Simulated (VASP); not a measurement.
# AlN (P6_3mc) in VASP: a series of runs, part 2 of 2

VASP 6.6.1. The steps go on from the part before.

### 5 Vibrations by perturbation theory, PBEsol

INCAR

```
ALGO = Normal ; EDIFF = 1E-8
ENCUT = 600 ; GGA = PS
GGA_COMPAT = F ; IBRION = 8
ISIF = 2 ; ISMEAR = 0
LASPH = T ; LCHARG = F
LEPSILON = T ; LREAL = F
LWAVE = F ; NBANDS = 16
NELM = 120 ; NSW = 1
PREC = Accurate ; SIGMA = 0.01
```

KPOINTS

```
k-points
0
Gamma
  7 7 5
```

POSCAR

```
AlN
1.0
    3.1130000000      0.0000000000      0.0000000000
   -1.5565000000      2.6959370820      0.0000000000
    0.0000000000      0.0000000000      4.9810000000
Al N
2 2
Direct
    0.6666666667      0.3333333333      0.5000000000
    0.3333333333      0.6666666667      0.0000000000
    0.6666666667      0.3333333333      0.8800000000
    0.3333333333      0.6666666667      0.3800000000
```

Potentials or basis: VASP PAW PBE potentials, release 64 (Al, N).

The run is started by

```
$ cat potpaw_PBE.64/Al/POTCAR potpaw_PBE.64/N/POTCAR > POTCAR
$ mpirun -np 1 vasp_std > vasp.out
```

OUTCAR:

```text
EDIFF = 1E-8
   ENCUT = 600
   GGA = PS
   IBRION = 8
   ISIF = 2
   ISMEAR = 0
   LASPH = T
   LEPSILON = T
   LREAL = F
   NELM = 120
   NSW = 1
   PREC = Accurate

 ion  position               nearest neighbor table
   1  0.667  0.333  0.500-   3 1.89   4 1.89   4 1.89   4 1.89   2 3.07   2 3.07   2 3.07   2 3.07
                             2 3.07   2 3.07
   2  0.333  0.667  0.000-   4 1.89   3 1.89   3 1.89   3 1.89   1 3.07   1 3.07   1 3.07   1 3.07
                             1 3.07   1 3.07
   3  0.667  0.333  0.880-   1 1.89   2 1.89   2 1.89   2 1.89
   4  0.333  0.667  0.380-   2 1.89   1 1.89   1 1.89   1 1.89

  LATTYP: Found a hexagonal cell.
 ALAT       =     3.1130000000
 C/A-ratio  =     1.6000642467

  Lattice vectors:

 A1 = (   3.1130000000,   0.0000000000,   0.0000000000)
 A2 = (  -1.5565000000,   2.6959370820,   0.0000000000)
 A3 = (   0.0000000000,   0.0000000000,   4.9810000000)

Analysis of symmetry for initial positions (statically):
=====================================================================
 Subroutine PRICEL returns:
 Original cell was already a primitive cell.

 Routine SETGRP: Setting up the symmetry group for a
 hexagonal supercell.

 Subroutine GETGRP returns: Found 12 space group operations
 (whereof  6 operations were pure point group operations)
[... 764 lines left out ...]
  y   -10.37046    10.37046     0.00000     0.00000     5.51240    -0.00000
  z     5.56966     5.56966   -13.28270     0.00000     0.00000     0.00000

 SECOND DERIVATIVES (NOT SYMMETRIZED)
 ------------------------------------
               1X          1Y          1Z          2X          2Y          2Z          3X          3Y          3Z          4X          4Y          4Z
  1X   -15.392615    0.000000    0.000000    0.673722   -0.000000    0.000000    1.394462    0.000000    0.000000   13.324431    0.000000    0.000000
  1Y    -0.000000  -15.392615    0.000000    0.000000    0.673722    0.000000    0.000000    1.394462    0.000000    0.000000   13.324431    0.000000
  1Z     0.000000    0.000000  -21.740653    0.000000    0.000000    8.405411    0.000000    0.000000    7.083666   -0.000000    0.000000    6.251576
  2X     0.673722   -0.000000    0.000000  -15.392615    0.000000    0.000000   13.324431    0.000000    0.000000    1.394462   -0.000000    0.000000
  2Y     0.000000    0.673722    0.000000    0.000000  -15.392615   -0.000000    0.000000   13.324431    0.000000    0.000000    1.394462    0.000000
  2Z     0.000000   -0.000000    8.405411    0.000000    0.000000  -21.740653    0.000000    0.000000    6.251576   -0.000000   -0.000000    7.083666
  3X     1.395241    0.000000   -0.000000   13.325118   -0.000000   -0.000000  -15.430846    0.000000    0.000000    0.710488    0.000000    0.000000
  3Y     0.000000    1.395241    0.000000    0.000000   13.325118    0.000000    0.000000  -15.430846    0.000000   -0.000000    0.710488    0.000000
  3Z     0.000000   -0.000000    7.066654    0.000000    0.000000    6.262888    0.000000    0.000000  -20.208008    0.000000   -0.000000    6.878467
  4X    13.325118    0.000000    0.000000    1.395241    0.000000    0.000000    0.710488   -0.000000    0.000000  -15.430846   -0.000000    0.000000
  4Y     0.000000   13.325118    0.000000    0.000000    1.395241    0.000000    0.000000    0.710488    0.000000    0.000000  -15.430846    0.000000
  4Z     0.000000    0.000000    6.262888    0.000000    0.000000    7.066654    0.000000    0.000000    6.878467    0.000000    0.000000  -20.208008

 Eigenvectors and eigenvalues of the dynamical matrix
 ----------------------------------------------------

   1 f  =   21.756543 THz   136.700388 2PiTHz  725.720142 cm-1    89.977789 meV
             X         Y         Z           dx          dy          dz
      1.556500  0.898646  2.490500     0.000000    0.000000    0.036265
     -0.000000  1.797291  0.000000     0.000000    0.000000   -0.036265
      1.556500  0.898646  4.383280    -0.000000   -0.000000   -0.706176
     -0.000000  1.797291  1.892780    -0.000000   -0.000000    0.706176
[... 71 lines left out ...]
  12 f/i=    0.001906 THz     0.011978 2PiTHz    0.063591 cm-1     0.007884 meV
             X         Y         Z           dx          dy          dz
      1.556500  0.898646  2.490500     0.000000   -0.000000    0.573701
     -0.000000  1.797291  0.000000     0.000000   -0.000000    0.573701
      1.556500  0.898646  4.383280     0.000000   -0.000000    0.413361
     -0.000000  1.797291  1.892780     0.000000   -0.000000    0.413361

--------------------------------------------------------------------------------------------------------

 MACROSCOPIC STATIC DIELECTRIC TENSOR IONIC CONTRIBUTION
 ------------------------------------------------------
           3.721056     0.000000     0.000000
           0.000000     3.721056     0.000000
           0.000000     0.000000     4.628084
 ------------------------------------------------------

 ELASTIC MODULI CONTR FROM IONIC RELAXATION (kBar)
 Direction    XX          YY          ZZ          XY          YZ          ZX
 --------------------------------------------------------------------------------
 XX        -695.2045    337.5262    426.4574     -0.0000     -0.0000      0.0000
 YY         337.5262   -695.2045    426.4574      0.0000      0.0000     -0.0000
 ZZ         426.4574    426.4574  -1016.9246     -0.0000      0.0000      0.0000
 XY          -0.0000      0.0000     -0.0000   -516.3653      0.0000     -0.0000
 YZ          -0.0000      0.0000      0.0000      0.0000   -144.1044     -0.0000
 ZX           0.0000     -0.0000      0.0000     -0.0000     -0.0000   -148.5674
 --------------------------------------------------------------------------------

 PIEZOELECTRIC TENSOR IONIC CONTR  for field in x, y, z        (C/m^2)
          XX          YY          ZZ          XY          YZ          ZX
  --------------------------------------------------------------------------------
  x     0.00000    -0.00000     0.00000    -0.00000    -0.00000    -0.69963
  y    -0.00000     0.00000     0.00000     0.00000    -0.68904    -0.00000
  z    -0.85606    -0.85606     2.04135     0.00000    -0.00000    -0.00000
```

OSZICAR:

```text
N       E                     dE             d eps       ncg     rms          rms(c)
DAV:   1     0.475255326132E+02    0.47526E+02   -0.79912E+03   768   0.101E+03
DAV:   2    -0.317243707910E+02   -0.79250E+02   -0.72146E+02  1040   0.209E+02
DAV:   3    -0.357416969800E+02   -0.40173E+01   -0.40065E+01  1000   0.505E+01
DAV:   4    -0.357662971079E+02   -0.24600E-01   -0.24598E-01   968   0.419E+00
[... 180 lines left out ...]
RMM:   8    -0.252752509395E+00    0.33701E-05   -0.31564E-08  1804   0.564E-04    0.286E-04
RMM:   9    -0.252753846862E+00   -0.13375E-05   -0.22168E-08  1772   0.235E-04    0.222E-05
RMM:  10    -0.252753797093E+00    0.49769E-07    0.34079E-09  1852   0.365E-05    0.176E-05
RMM:  11    -0.252753817713E+00   -0.20619E-07   -0.64586E-09  1879   0.133E-05    0.499E-06
RMM:  12    -0.252753823407E+00   -0.56947E-08   -0.59887E-09  1776   0.500E-06    0.119E-06
 Linear response finished
```

Run time: 4.1 min. Hardware: 1 thread of Intel Xeon 6975P-C (Granite Rapids), shared host; peak memory 0.39 GiB.

Results:

| Quantity | Value |
| --- | --- |
| Electronic dielectric tensor (diagonal) | 4.51, 4.51, 4.70 |
| Born charges (mean of the diagonal) | Al +2.57; N -2.57 e |
| Highest phonon frequency at Γ, LO-TO splitting left out | 726 cm⁻¹ |

Phonon frequencies in cm⁻¹ (negative: imaginary):
| q point | frequencies |
| --- | --- |
| (0.000, 0.000, 0.000) | 0 0 0 233 233 551 627 649 649 659 659 726 |

Electronic dielectric tensor:
```
4.51 0.00 0.00
0.00 4.51 0.00
0.00 0.00 4.70
```

Born effective charge tensors (e):
atom 1, Al
```
2.52 0.00 0.00
0.00 2.52 0.00
0.00 0.00 2.67
```
atom 2, Al
```
2.52 0.00 0.00
0.00 2.52 0.00
0.00 0.00 2.67
```
atom 3, N
```
-2.52  0.00  0.00
 0.00 -2.52  0.00
 0.00  0.00 -2.67
```
atom 4, N
```
-2.52  0.00  0.00
 0.00 -2.52  0.00
 0.00  0.00 -2.67
```
